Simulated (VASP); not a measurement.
# Sc2InSbAs2 (P6/mmm) in VASP: further runs, part 2 of 2

VASP 6.6.1. The steps go on from the part before.

## (3) Single point, PBE

This run uses another cell than the first one, of 28.71 Å³/atom.

INCAR

```
  PREC = Accurate
  ENCUT = 520
  EDIFF = 1E-6
  ISMEAR = 0
  SIGMA = 0.1
  LREAL = F
  LASPH = T
  NELM = 60
  ALGO = Normal
  ISIF = 2
  LWAVE = F
  LCHARG = T
  GGA = PE
  LELF = T
  LVHAR = T
  NBANDS = 34
```

KPOINTS

```
Automatic mesh
0
Gamma
  6 6 2
```

POSCAR

```
Sc2InSbAs2
1.0
    4.5511687800      0.0000000000      0.0000000000
   -2.2755843900      3.9414277800      0.0000000000
    0.0000000000      0.0000000000      9.6020060500
Sc In Sb As
2 1 1 2
Direct
    0.3333333300      0.6666666700      0.0000000000
    0.6666666700      0.3333333300      0.0000000000
    0.0000000000      0.0000000000      0.0000000000
    0.0000000000      0.0000000000      0.5000000000
    0.0000000000      0.0000000000      0.2792641600
    0.0000000000      0.0000000000      0.7207358400
```

Potentials or basis: VASP PAW PBE potentials, release 64 (Sc_sv, In_d, Sb, As).

The run is started by

```sh
cat potpaw_PBE.64/Sc_sv/POTCAR potpaw_PBE.64/In_d/POTCAR potpaw_PBE.64/Sb/POTCAR potpaw_PBE.64/As/POTCAR > POTCAR
mpirun -np 1 vasp_std > vasp.out
```

Run time: 45 s. Hardware: 1 thread of Intel Xeon 6975P-C (Granite Rapids), shared host; peak memory 0.35 GiB.

It converged, with:

| Item | Value |
| --- | --- |
| Free energy | -19.1807 eV |
| Pressure | 23.3 GPa |
| Largest force | 8.029 eV/Å |
| Band gap on the k mesh | zero (bands 25 and 26 overlap by 0.67 eV) |

Forces in eV/Å, atoms in the order of the input:
```
Sc   0.000  0.000  0.000
Sc   0.000  0.000  0.000
In   0.000  0.000  0.000
Sb   0.000  0.000  0.000
As   0.000  0.000 -8.029
As   0.000  0.000  8.029
```

Stress tensor (GPa, compression positive):
```
16.91  0.00  0.00
 0.00 16.91  0.00
 0.00  0.00 36.12
```

Levels at points of the mesh, in eV from the Fermi level:
```
           k point  band 20  band 21  band 22  band 23  band 24  band 25  band 26  band 27  band 28  band 29
(0.00, 0.00, 0.00)    -2.46    -1.42    -1.42    -0.50    -0.50     0.30     0.30     0.34     1.17     1.17
(0.50, 0.00, 0.00)    -2.71    -2.66    -2.32    -1.28    -1.05    -0.17     0.21     0.47     0.69     1.00
(0.00, 0.00, 0.50)    -2.15    -2.04    -2.04    -0.35     0.08     0.08     0.30     0.30     0.97     1.17
(0.50, 0.00, 0.50)    -2.59    -1.73    -1.63    -1.31    -0.85    -0.42    -0.20    -0.18     0.06     1.81
```

Caveat: the stress differs along the axes, from 17 to 36 GPa; spin-orbit coupling is left out, which moves the levels of the heavy elements; forces of over 1 eV/Å act on the atoms, so gaps and moduli don't describe the material at rest.

## (4) Relaxation of cell and atoms, PBE

This run uses another cell than the first one, of 28.71 Å³/atom.

INCAR

```
SYSTEM = Sc2InSbAs2
ALGO = Normal
EDIFF = 1E-6
EDIFFG = -0.04
ENCUT = 600
GGA = PE
IBRION = 2
ISIF = 3
ISMEAR = 0
LASPH = .TRUE.
LCHARG = .FALSE.
LREAL = .FALSE.
LWAVE = .FALSE.
NELM = 60
NSW = 90
PREC = Accurate
SIGMA = 0.1
```

KPOINTS

```
k-points
0
G
  6 6 2
  0 0 0
```

POSCAR is that of step 3.

The run is started by

```sh
cat potpaw_PBE.64/Sc_sv/POTCAR potpaw_PBE.64/In_d/POTCAR potpaw_PBE.64/Sb/POTCAR potpaw_PBE.64/As/POTCAR > POTCAR
mpirun -np 1 vasp_std > vasp.out
```

Wall time 8.8 min (1 thread of Intel Xeon 6975P-C (Granite Rapids), shared host); peak memory 0.4 GiB.

It converged, with:

```
Free energy                           : -24.1873 eV
Relaxed volume                        : 41.31 Å³/atom
Relaxed cell                          : a = 5.241 Å, b = 5.241 Å, c = 10.419 Å, α = 90.00°, β = 90.00°, γ = 120.00°
Space group after relaxing (to 0.1 Å) : P6/mmm (No. 191)
Energy gained by relaxing             : 834.3 meV/atom
Ionic steps                           : 12
Pressure after relaxing               : -0.1 GPa
Largest force after relaxing          : 0.035 eV/Å
Band gap on the k mesh                : zero (bands 25 and 26 overlap by 0.44 eV)
```

Forces on the atoms (eV/Å):
```
Sc   0.000  0.000  0.000
Sc   0.000  0.000  0.000
In   0.000  0.000  0.000
Sb   0.000  0.000  0.000
As   0.000  0.000  0.035
As   0.000  0.000 -0.035
```

Step by step:
| step | energy change (eV) | largest force (eV/Å) | pressure (GPa) | volume (Å³) |
| --- | --- | --- | --- | --- |
| 1 | 0.0000 | 8.0293 | 23.34 | 172.24 |
| 2 | -2.2207 | 0.2694 | -3.80 | 297.08 |
| 3 | -4.1011 | 0.1149 | 1.07 | 225.26 |
| 4 | -4.1156 | 0.1784 | 1.51 | 222.55 |
| 5 | -4.1194 | 0.2871 | 2.20 | 218.74 |
| 6 | -4.9960 | 0.1436 | 0.38 | 242.13 |
| 7 | -4.9978 | 0.1748 | 0.35 | 243.45 |
| 8 | -4.9977 | 0.1632 | 0.36 | 242.96 |
| 9 | -5.0027 | 0.1323 | 0.01 | 245.86 |
| 10 | -5.0027 | 0.1270 | -0.07 | 246.42 |
| 11 | -5.0055 | 0.0443 | -0.07 | 247.74 |
| 12 | -5.0056 | 0.0353 | -0.07 | 247.87 |

Final structure:
```yaml
crystal:
  lattice:
    - [5.24124, 0.00000, 0.00000]
    - [-2.62062, 4.53905, 0.00000]
    - [0.00000, 0.00000, 10.41903]
  atoms:
    - { symbol: Sc, position: [0.33333, 0.66667, 0.00000] }
    - { symbol: Sc, position: [0.66667, 0.33333, 0.00000] }
    - { symbol: In, position: [0.00000, 0.00000, 0.00000] }
    - { symbol: Sb, position: [0.00000, 0.00000, 0.50000] }
    - { symbol: As, position: [0.00000, 0.00000, 0.25523] }
    - { symbol: As, position: [0.00000, 0.00000, 0.74477] }
```

Levels at points of the mesh, in eV from the Fermi level:
```tsv
k point	band 23	band 24	band 25	band 26	band 27	band 28
(0.00, 0.00, 0.00)	-0.55	-0.55	0.35	0.41	0.41	0.60
(0.50, 0.00, 0.00)	-1.03	-0.55	-0.52	0.32	0.32	0.45
(0.00, 0.00, 0.50)	-1.17	0.27	0.27	0.41	0.41	0.47
(0.50, 0.00, 0.50)	-1.24	-0.70	-0.50	-0.08	-0.05	0.03
```

Caveat: the volume moved by over 15 % at a fixed basis, so the end points are rough; semilocal functionals underestimate gaps, and a narrow one can read as zero; spin-orbit coupling is left out, which moves the levels of the heavy elements.

## (5) Single point, PBE, collinear spin

INCAR

```
ALGO = Normal
EDIFF = 1E-6
ENCUT = 520
GGA = PE
ISIF = 2
ISMEAR = 0
ISPIN = 2
LASPH = True
LCHARG = False
LMAXMIX = 4
LORBIT = 11
LREAL = False
LWAVE = False
MAGMOM = 1 1 0 0 0 0
NBANDS = 38
NELM = 150
PREC = Accurate
SIGMA = 0.1
```

KPOINTS

```
k-points
0
Gamma
  6 6 2
```

POSCAR

```
Sc2InSbAs2
1.0
    5.2334917040      0.0000000000      0.0000000000
   -2.6167458520      4.5323367661      0.0000000000
    0.0000000000      0.0000000000     10.4131689665
Sc In Sb As
2 1 1 2
Direct
    0.3333333333      0.6666666667      0.0000000000
    0.6666666667      0.3333333333      0.0000000000
    0.0000000000      0.0000000000      0.0000000000
    0.0000000000      0.0000000000      0.5000000000
    0.0000000000      0.0000000000      0.2556956078
    0.0000000000      0.0000000000      0.7443043922
```

The run is started by

```sh
cat potpaw_PBE.64/Sc_sv/POTCAR potpaw_PBE.64/In_d/POTCAR potpaw_PBE.64/Sb/POTCAR potpaw_PBE.64/As/POTCAR > POTCAR
mpirun -np 1 vasp_std > vasp.out
```

Wall time 3.1 min (1 thread of Intel Xeon 6975P-C (Granite Rapids), shared host); peak memory 0.57 GiB.

The run converged. Its results:

```yaml
Free_energy: -24.2782 eV
Pressure: 0.1 GPa
Largest_force: 0.008 eV/Å
Band_gap_on_the_k_mesh: zero (filled and empty bands overlap)
Net_moment: 2.04 μB per cell
Site_moments: Sc +0.64; In -0.02; Sb +0.10; As -0.03 μB
Valence_electrons_inside_the_program's_atomic_spheres: Sc 9.37; In 11.62; Sb 2.37; As 2.66
```

Forces on the atoms (eV/Å):
```
Sc   0.000  0.000  0.000
Sc   0.000  0.000  0.000
In   0.000  0.000  0.000
Sb   0.000  0.000  0.000
As   0.000  0.000 -0.008
As   0.000  0.000  0.008
```

Levels at points of the mesh, in eV from the Fermi level:
Spin up:
```csv
k point,band 22,band 23,band 24,band 25,band 26,band 27,band 28,band 29
"(0.00, 0.00, 0.00)",-0.80,-0.51,-0.51,0.23,0.23,0.24,0.24,0.30
"(0.50, 0.00, 0.00)",-1.57,-1.05,-0.85,-0.66,0.03,0.25,0.31,0.68
"(0.00, 0.00, 0.50)",-1.33,-1.15,0.23,0.23,0.24,0.24,0.26,0.26
"(0.50, 0.00, 0.50)",-1.44,-1.25,-0.83,-0.75,-0.31,-0.14,-0.10,1.00
```
Spin down:
```
           k point  band 21  band 22  band 23  band 24  band 25  band 26  band 27  band 28
(0.00, 0.00, 0.00)    -0.57    -0.57    -0.52    -0.52     0.60     0.80     0.80     1.14
(0.50, 0.00, 0.00)    -1.57    -1.52    -0.93    -0.34     0.05     0.56     0.79     0.86
(0.00, 0.00, 0.50)    -1.27    -1.27    -1.08     0.38     0.38     0.72     0.80     0.80
(0.50, 0.00, 0.50)    -1.50    -1.36    -1.12    -0.52     0.08     0.12     0.33     0.36
```

Caveat: spin-orbit coupling is left out, which moves the levels of the heavy elements.

## (6) Overview

| task | spin | cell | cutoff (eV) | gap on the mesh (eV) | pressure (GPa) | largest force (eV/Å) |
| --- | --- | --- | --- | --- | --- | --- |
| single point | off | a = 5.233, b = 5.233, c = 10.413 Å, angles 90.0, 90.0, 120.0°, 6 atoms, atomic positions A | 520 | none | 0.0 | 0.02 |
| single point | off | a = 4.551, b = 4.551, c = 9.602 Å, angles 90.0, 90.0, 120.0°, 6 atoms, atomic positions B | 520 | none | 23.3 | 8.03 |
| relaxation of cell and atoms | off | relaxed from a = 4.551, b = 4.551, c = 9.602 Å, angles 90.0, 90.0, 120.0°, 6 atoms, atomic positions B | 600 | none | -0.1 | 0.04 |
| single point | collinear | a = 5.233, b = 5.233, c = 10.413 Å, angles 90.0, 90.0, 120.0°, 6 atoms, atomic positions A | 520 | none | 0.1 | 0.01 |

Alike in all rows: level PBE; potentials or basis VASP PAW PBE potentials, release 64 (Sc_sv, In_d, Sb, As); k mesh 6 × 6 × 2; smearing gaussian 0.1 eV.

Caveats: spin-orbit coupling is left out, which moves the levels of the heavy elements; semilocal functionals underestimate gaps, and a narrow one can read as zero (at least some runs); the stress differs along the axes, from 17 to 36 GPa (at least some runs); forces of over 1 eV/Å act on the atoms, so gaps and moduli don't describe the material at rest (at least some runs); the volume moved by over 15 % at a fixed basis, so the end points are rough (at least some runs).

Total energies depend on the potentials used, so only differences within one code and one set of settings carry meaning.
